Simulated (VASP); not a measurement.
# Ru (R-3m) in VASP: notebook

The runs below take Ru through single point, with PBE.

Program: VASP 6.6.1. These are calculated values, not measurements. Logs are shortened: lines on timing, memory, paths and dates and some standing lists are left out, and cuts for length are marked.

**1. The cell of the first run**

The structure is trigonal, space group R-3m (No. 166). Conventional cell: a = 2.647 Å, b = 2.647 Å, c = 6.830 Å, α = 90.00°, β = 90.00°, γ = 120.00°. Within 3.5 Å of Ru (site symmetry -3m) lie 12 Ru at 2.65 to 2.74 Å.

**2. Single point, PBE**

Contents of INCAR:

```
PREC     = Accurate       # precision mode
ENCUT    = 520            # plane-wave cutoff, eV
EDIFF    = 1E-6           # SCF threshold, eV
ISMEAR   = 0              # smearing method
SIGMA    = 0.15           # smearing width, eV
LREAL    = F              # projectors in reciprocal space
LASPH    = T              # aspherical terms in the spheres
NELM     = 100            # most SCF steps
ALGO     = Fast           # electronic algorithm
ISIF     = 2              # what is computed and relaxed
LWAVE    = F              # write WAVECAR
LCHARG   = F              # write CHGCAR
GGA      = PE             # functional
NBANDS   = 13             # bands
```

Contents of KPOINTS:

```
regular mesh
0
Gamma
  20 20 20
```

Contents of POSCAR:

```
Ru
1.0
    0.0666779414      1.9384230100      1.9384230100
    1.9384230100      0.0666779414      1.9384230100
    1.9384230100      1.9384230100      0.0666779414
Ru
1
Direct
    0.0000000000      0.0000000000      0.0000000000
```

Potentials or basis: VASP PAW PBE potentials, release 64 (Ru_pv).

On the command line:

```sh
$ cat potpaw_PBE.64/Ru_pv/POTCAR > POTCAR
$ mpirun -np 1 vasp_std > vasp.out
```

OUTCAR:

```text
PREC = Accurate
   ENCUT = 520
   EDIFF = 1E-6
   ISMEAR = 0
   LREAL = F
   LASPH = T
   NELM = 100
   ISIF = 2
   GGA = PE

 ion  position               nearest neighbor table
   1  0.000  0.000  0.000-

  LATTYP: Found a trigonal (rhomboedric) cell.
 ALAT       =     2.7421548970
 COS(alpha) =     0.5340820648

  Lattice vectors:

 A1 = (   0.0666779414,   1.9384230100,   1.9384230100)
 A2 = (   1.9384230100,   0.0666779414,   1.9384230100)
 A3 = (   1.9384230100,   1.9384230100,   0.0666779414)

Analysis of symmetry for initial positions (statically):
=====================================================================
 Subroutine PRICEL returns:
 Original cell was already a primitive cell.

 Routine SETGRP: Setting up the symmetry group for a
 trigonal (rhombohedral) supercell.

 Subroutine GETGRP returns: Found 12 space group operations
 (whereof 12 operations were pure point group operations)
 out of a pool of 12 trial point group operations.

The static configuration has the point symmetry D_3d.

Analysis of symmetry for dynamics (positions and initial velocities):
=====================================================================
 Subroutine PRICEL returns:
 Original cell was already a primitive cell.

 Routine SETGRP: Setting up the symmetry group for a
 trigonal (rhombohedral) supercell.

 Subroutine GETGRP returns: Found 12 space group operations
 (whereof 12 operations were pure point group operations)
 out of a pool of 12 trial point group operations.

The dynamic configuration has the point symmetry D_3d.

 Subroutine INISYM returns: Found 12 space group operations
 (whereof 12 operations are pure point group operations),
 and found     1 'primitive' translations

----------------------------------------------------------------------------------------

                                     Primitive cell

  volume of cell :      13.8159

  direct lattice vectors                    reciprocal lattice vectors
     0.066677941  1.938423010  1.938423010    -0.271647093  0.262613698  0.262613698
     1.938423010  0.066677941  1.938423010     0.262613698 -0.271647093  0.262613698
     1.938423010  1.938423010  0.066677941     0.262613698  0.262613698 -0.271647093

  length of vectors
     2.742154897  2.742154897  2.742154897     0.460134819  0.460134819  0.460134819

  position of ions in fractional coordinates (direct lattice)
     0.000000000  0.000000000  0.000000000

  ion indices of the primitive-cell ions
   primitive index   ion index
[... 81 lines left out ...]
   POTIM  = 0.5000    time-step for ionic-motion
   TEBEG  =    0.0;   TEEND  =   0.0 temperature during run
   PSTRESS=    0.0 pullay stress
   NELECT =      14.0000    total number of electrons
   NUPDOWN=      -1.0000    fix difference up-down
   EMIN   =  10.00;   EMAX   =-10.00  energy-range for DOS
   EFERMI =   0.00;   METHOD = LEGACY
   ISMEAR =     0;   SIGMA  =   0.15  broadening in eV -4-tet -1-fermi 0-gaus
   EFERMI_NEDOS =   21; number of points for ismear=-14 and -15
   IALGO  =     68    algorithm
   IMIX   =      4    mixing-type and parameters
     AMIX     =   0.40;   BMIX     =  1.00
     AMIX_MAG =   1.60;   BMIX_MAG =  1.00
  volume/ion in A,a.u.               =      13.82        93.23
  Fermi-wavevector in a.u.,A,eV,Ry     =   1.644340  3.107352 36.788155  2.703853
  Thomas-Fermi vector in A             =   2.734322
   LORBIT       =      0    0 simple, 1 ext, 2 COOP (PROOUT), +10 PAW based schemes
   GGA     = PE    functional components
   LHFCALC =     F    Hartree Fock is set to
   AEXX    =    0.0000 exact exchange contribution
   IVDW    =     0    specifies the selected vdW correction
   LEPSILON=     F    determine dielectric tensor
   LRPA    =     F    only Hartree local field effects (RPA)
 non-spin polarized calculation
 RMM-DIIS sequential band-by-band and
 Gauss-broadening in eV      SIGMA  =   0.15
  energy-cutoff  :      520.00
  volume of cell :       13.82
 maximum number of plane-waves:       383
   NGX = 11   NGY = 11   NGZ = 11

 number of electron      14.0000007 magnetization

 Free energy of the ion-electron system (eV)
  ---------------------------------------------------
  ext. energy  EPLUGINS =         0.00000000
  ---------------------------------------------------
  free energy    TOTEN  =        -9.08776422 eV

  energy without entropy =       -9.07400319  energy(sigma->0) =       -9.08088370

 E-fermi :  12.4509     XC(G=0): -14.0073

 val. band max:       12.4462856307   @ k =  -0.4000  -0.4000   0.1500
 cond. band min:      12.4522878117   @ k =   0.1000   0.1000   0.0500
 fundamental gap:      0.0060021810
 Fermi energy:        12.4508962722

 k-point     1 :       0.0000    0.0000    0.0000
  band No.  band energies     occupation
      1     -30.0412      2.00000
      2     -29.9486      2.00000
      3     -29.9486      2.00000
      4       4.6425      2.00000
      5       9.4441      2.00000
      6      10.1294      2.00000
      7      10.1294      2.00000
      8      12.3617      1.59939
      9      12.3617      1.59939
     10      23.0088      0.00000
     11      27.4748      0.00000
     12      32.1804      0.00000
     13      33.7198      0.00000
[... 354 lines left out ...]
  band No.  band energies     occupation
      1     -30.8565      2.00000
      2     -30.1367      2.00000
      3     -30.1086      2.00000
      4       6.7540      2.00000
      5       9.6348      2.00000
      6      10.3583      2.00000
      7      11.3770      2.00000
      8      13.0735      0.00000
      9      14.1888      0.00000
     10      23.0077      0.00000
     11      24.8672      0.00000
     12      28.2982      0.00000
     13      34.1239      0.00000

 [... further k-points ...]

------------------------ aborting loop because EDIFF is reached ----------------------------------------

  FORCE on cell =-STRESS in cart. coord.  units (eV):
  Direction    XX          YY          ZZ          XY          YZ          ZX
  --------------------------------------------------------------------------------------
  -------------------------------------------------------------------------------------
  Total        0.1204644      0.1204644      0.1204644     -0.7142457     -0.7142457     -0.7142457
  in kB       13.9698377     13.9698377     13.9698377    -82.8286041    -82.8286041    -82.8286041
  external PRESSURE =      13.9698377 kB  Pullay stress =       0.0000000 kB

 VOLUME and BASIS-vectors are now :
 -----------------------------------------------------------------------------
  energy-cutoff  :      520.00
  volume of cell :       13.82
      direct lattice vectors                 reciprocal lattice vectors
     0.066677941  1.938423010  1.938423010    -0.271647093  0.262613698  0.262613698
     1.938423010  0.066677941  1.938423010     0.262613698 -0.271647093  0.262613698
     1.938423010  1.938423010  0.066677941     0.262613698  0.262613698 -0.271647093

 POSITION                                       TOTAL-FORCE (eV/Angst)
 -----------------------------------------------------------------------------------
      0.00000      0.00000      0.00000         0.000000      0.000000     -0.000000
 -----------------------------------------------------------------------------------
    total drift:                               -0.000000     -0.000000      0.000000

  FREE ENERGIE OF THE ION-ELECTRON SYSTEM (eV)
  ---------------------------------------------------
  free  energy   TOTEN  =        -9.0877642193 eV

  energy  without entropy=       -9.0740031885  energy(sigma->0) =       -9.08088370
```

OSZICAR:

```text
N       E                     dE             d eps       ncg     rms          rms(c)
DAV:   1     0.106307326684E+03    0.10631E+03   -0.84292E+03 20406   0.115E+03
DAV:   2    -0.849990355009E+01   -0.11481E+03   -0.11022E+03 22041   0.325E+02
DAV:   3    -0.974733222028E+01   -0.12474E+01   -0.12417E+01 22781   0.372E+01
DAV:   4    -0.975097437560E+01   -0.36422E-02   -0.36421E-02 22146   0.216E+00
DAV:   5    -0.975099860626E+01   -0.24231E-04   -0.24231E-04 23251   0.160E-01    0.121E+01
RMM:   6    -0.913121594126E+01    0.61978E+00   -0.95295E-01 20660   0.971E+00    0.331E+00
RMM:   7    -0.909137433111E+01    0.39842E-01   -0.90898E-02 20915   0.308E+00    0.802E-01
RMM:   8    -0.908777780601E+01    0.35965E-02   -0.78808E-03 22238   0.102E+00    0.892E-02
RMM:   9    -0.908776169630E+01    0.16110E-04   -0.79440E-04 23992   0.338E-01    0.498E-02
RMM:  10    -0.908777004046E+01   -0.83442E-05   -0.96973E-05 23605   0.132E-01    0.126E-02
RMM:  11    -0.908776427412E+01    0.57663E-05   -0.28361E-05 24350   0.684E-02    0.316E-03
RMM:  12    -0.908776421933E+01    0.54788E-07   -0.50744E-06 19555   0.303E-02
   1 F= -.90877642E+01 E0= -.90808837E+01  d E =-.137610E-01
```

stdout:

```text
POSCAR found type information on POSCAR Ru
 POSCAR found :  1 types and       1 ions
 scaLAPACK will be used
 LDA part: xc-table for (Slater+PW92), standard interpolation
 POSCAR, INCAR and KPOINTS ok, starting setup
 FFT: planning ... GRIDC
 FFT: planning ... GRID_SOFT
 FFT: planning ... GRID
 WAVECAR not read
 entering main loop
```

Wall time 55 s (1 thread of AMD EPYC 9R45 (Zen 5), shared host); peak memory 0.2 GiB.

What came out:

| Item | Value |
| --- | --- |
| Free energy | -9.0878 eV |
| Pressure | 1.4 GPa |
| Band gap on the k mesh | zero (band 7 reaches 14.62 eV, above the bottom of band 8 at 11.24 eV) |

**3. Single point, PBE**

This run uses another cell than the first one, of 12.32 Å³/atom, 0.892 times its volume.

Contents of INCAR:

```
PREC = Accurate
ENCUT = 520
EDIFF = 1E-7
ISMEAR = 0
SIGMA = 0.15
LREAL = F
LASPH = T
NELM = 80
ALGO = Normal
ISIF = 2
LWAVE = F
LCHARG = F
GGA = PE
NBANDS = 13
```

Contents of KPOINTS:

```
Automatic mesh
0
Gamma
  20 20 20
```

Contents of POSCAR:

```
Ru
1.0
    0.0666779414      1.8669823585      1.8669823585
    1.8669823585      0.0666779414      1.8669823585
    1.8669823585      1.8669823585      0.0666779414
Ru
1
Direct
    0.0000000000      0.0000000000      0.0000000000
```

Potentials or basis: VASP PAW PBE potentials, release 64 (Ru_pv).

On the command line:

```sh
$ cat potpaw_PBE.64/Ru_pv/POTCAR > POTCAR
$ mpirun -np 1 vasp_std > vasp.out
```

OUTCAR:

```text
PREC = Accurate
   ENCUT = 520
   EDIFF = 1E-7
   ISMEAR = 0
   LREAL = F
   LASPH = T
   NELM = 80
   ISIF = 2
   GGA = PE

 ion  position               nearest neighbor table
   1  0.000  0.000  0.000-

  LATTYP: Found a trigonal (rhomboedric) cell.
 ALAT       =     2.6411535741
 COS(alpha) =     0.5353728490

  Lattice vectors:

 A1 = (   0.0666779414,   1.8669823585,   1.8669823585)
[... 562 lines left out ...]
     11      28.0359      0.00000
     12      31.1340      0.00000
     13      37.6343      0.00000

 [... further k-points ...]

------------------------ aborting loop because EDIFF is reached ----------------------------------------

  FORCE on cell =-STRESS in cart. coord.  units (eV):
  Direction    XX          YY          ZZ          XY          YZ          ZX
  --------------------------------------------------------------------------------------
  -------------------------------------------------------------------------------------
  Total        3.7457324      3.7457324      3.7457324     -0.9786157     -0.9786157     -0.9786157
  in kB      487.1900374    487.1900374    487.1900374   -127.2840070   -127.2840070   -127.2840070
  external PRESSURE =     487.1900374 kB  Pullay stress =       0.0000000 kB

 VOLUME and BASIS-vectors are now :
 -----------------------------------------------------------------------------
  energy-cutoff  :      520.00
  volume of cell :       12.32
      direct lattice vectors                 reciprocal lattice vectors
     0.066677941  1.866982359  1.866982359    -0.282603278  0.272858337  0.272858337
     1.866982359  0.066677941  1.866982359     0.272858337 -0.282603278  0.272858337
     1.866982359  1.866982359  0.066677941     0.272858337  0.272858337 -0.282603278

 POSITION                                       TOTAL-FORCE (eV/Angst)
 -----------------------------------------------------------------------------------
      0.00000      0.00000      0.00000        -0.000000      0.000000      0.000000
 -----------------------------------------------------------------------------------
    total drift:                               -0.000000     -0.000000     -0.000000

  FREE ENERGIE OF THE ION-ELECTRON SYSTEM (eV)
  ---------------------------------------------------
  free  energy   TOTEN  =        -8.8716096112 eV

  energy  without entropy=       -8.8599003654  energy(sigma->0) =       -8.86575499
```

stdout:

```text
POSCAR found type information on POSCAR Ru
 POSCAR found :  1 types and       1 ions
 scaLAPACK will be used
 LDA part: xc-table for (Slater+PW92), standard interpolation
 POSCAR, INCAR and KPOINTS ok, starting setup
 FFT: planning ... GRIDC
 FFT: planning ... GRID_SOFT
 FFT: planning ... GRID
 WAVECAR not read
 entering main loop
```

It took 63 s on 1 thread of AMD EPYC 9R45 (Zen 5), shared host; peak memory 0.19 GiB.

Results:

- Free energy: -8.8716 eV
- Pressure: 48.7 GPa
- Band gap on the k mesh: zero (band 7 reaches 17.24 eV, above the bottom of band 8 at 13.15 eV)

Levels at points of the mesh, in eV from the Fermi level:
| k point | band 5 | band 6 | band 7 | band 8 | band 9 | band 10 |
| --- | --- | --- | --- | --- | --- | --- |
| (0.00, 0.00, 0.00) | -3.59 | -2.75 | -2.75 | -0.09 | -0.09 | 10.44 |
| (0.50, 0.00, 0.00) | -3.69 | -2.70 | 1.37 | 1.73 | 2.41 | 10.44 |
| (0.50, 0.50, 0.00) | -6.83 | 1.89 | 2.62 | 2.76 | 4.07 | 10.44 |
| (0.50, 0.50, 0.50) | -3.03 | -3.03 | 0.51 | 1.89 | 1.89 | 10.42 |
